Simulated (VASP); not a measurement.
SiGe3:

```
Si Ge
1.0
     4.05288    0.00000    0.00000
     0.00000    4.05288    0.00000
     0.00000    0.00000    4.05288
Si Ge
1 3
Direct
  0.00000 0.00000 0.00000
  0.00000 0.50000 0.50000
  0.50000 0.00000 0.50000
  0.50000 0.50000 0.00000
```

```yaml
Program: VASP 6.6.1
Task: relaxation of cell and atoms
Functional: PBE
Potentials_or_basis: VASP PAW PBE potentials, release 64 (Si, Ge_d)
Cutoff: 600 eV
k_mesh: 4 × 4 × 4
Occupations: gaussian, width 0.1 eV
Spin: no spin polarisation
```

At the start: pressure 11.9 GPa; volume 16.64 Å³/atom.

**Question.** How do energy, volume and symmetry change on relaxing?

**Answer.** Over 3 steps the energy falls by 77.5 meV/atom and the volume is 18.93 Å³/atom (+13.7 %); space group Pm-3m (No. 221, to 0.1 Å) before and after.

Step by step:
```csv
step,energy change (eV),largest force (eV/Å),pressure (GPa),volume (Å³)
1,0.0000,0.0000,11.89,66.57
2,-0.2759,0.0000,-3.06,79.19
3,-0.3100,0.0000,-0.07,75.70
```

Final structure:
```
CELL_PARAMETERS angstrom
4.23030 0.00000 0.00000
0.00000 4.23030 0.00000
0.00000 0.00000 4.23030
ATOMIC_POSITIONS crystal
Si 0.00000 0.00000 0.00000
Ge 0.00000 0.50000 0.50000
Ge 0.50000 0.00000 0.50000
Ge 0.50000 0.50000 0.00000
```

Caveat: the k points lie up to 0.37 Å⁻¹ apart in the final cell, too coarse for converged energies and pressures of a metal.
